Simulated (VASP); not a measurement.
Crystal: KP5.

```xyz
6
Lattice="5.8234 0.0000 0.0000 -2.9117 5.0432 0.0000 0.0000 0.0000 4.8521" Properties=species:S:1:pos:R:3 pbc="T T T"
K     0.0000    0.0000    0.0000
P     2.9117    0.0000    2.4260
P     1.4559    2.5216    2.4260
P    -1.4559    2.5216    2.4260
P     0.0000    3.3621    0.0000
P     2.9117    1.6811    0.0000
```

The cell was built from a structure type or drawn by symmetry, and may not be a known phase.

- Program: VASP 6.6.1
- Task: relaxation of cell and atoms
- Functional: PBE
- Potentials or basis: VASP PAW PBE potentials, release 64 (K_sv, P)
- Cutoff: 600 eV
- k mesh: 3 × 3 × 4
- Occupations: gaussian, width 0.1 eV
- Spin: no spin polarisation

At the start: pressure -9.0 GPa; volume 23.75 Å³/atom.

Q: Where does the relaxation end?

A: Over 23 steps the energy falls by 546.1 meV/atom and the volume is 18.93 Å³/atom (-20.3 %); space group P6/mmm (No. 191, to 0.1 Å) before and after.

Step by step:
```
step  energy change (eV)  largest force (eV/Å)  pressure (GPa)  volume (Å³)
   1              0.0000                0.0000           -9.01       142.50
   2             -1.1446                0.0000           -3.38       116.65
   3             -1.2743                0.0000            1.00       107.34
   4             -1.2750                0.0000            0.38       108.29
   5             -1.3088                0.0000            0.93       108.44
   6             -1.3330                0.0000            1.12       108.49
   7             -1.4880                0.0000            1.57       108.54
   8             -1.7965                0.0000            2.73       108.51
   9             -2.6427                0.0000            1.75       107.88
  10             -3.0764                0.0000            7.26       104.14
  11             -3.0979                0.0000            6.69       104.78
  12             -3.1348                0.0000            4.68       106.64
  13             -3.1352                0.0000            4.83       106.41
  14             -3.1353                0.0000            4.75       106.53
  15             -3.1545                0.0000            4.37       106.97
  16             -3.1998                0.0000            3.66       108.30
  17             -3.2603                0.0000            1.70       110.96
  18             -3.2615                0.0000            1.23       111.57
  19             -3.2616                0.0000            1.30       111.46
  20             -3.2676                0.0000            1.04       111.91
  21             -3.2764                0.0000            0.32       113.25
  22             -3.2765                0.0000            0.22       113.44
  23             -3.2768                0.0000            0.11       113.59
```

Final structure:
```xyz
6
Lattice="6.3831 0.0000 0.0000 -3.1915 5.5279 0.0000 0.0000 0.0000 3.2193" Properties=species:S:1:pos:R:3 pbc="T T T"
K     6.3831    0.0000    0.0000
P     3.1915    0.0000    1.6096
P     1.5958    2.7640    1.6096
P     4.7873    2.7640    1.6096
P     0.0000    3.6853    0.0000
P     3.1915    1.8426    0.0000
```

Caveat: the k points lie up to 0.49 Å⁻¹ apart in the final cell, too coarse for converged energies and pressures of a metal; the volume moved by over 15 % at a fixed basis, so the end points are rough.
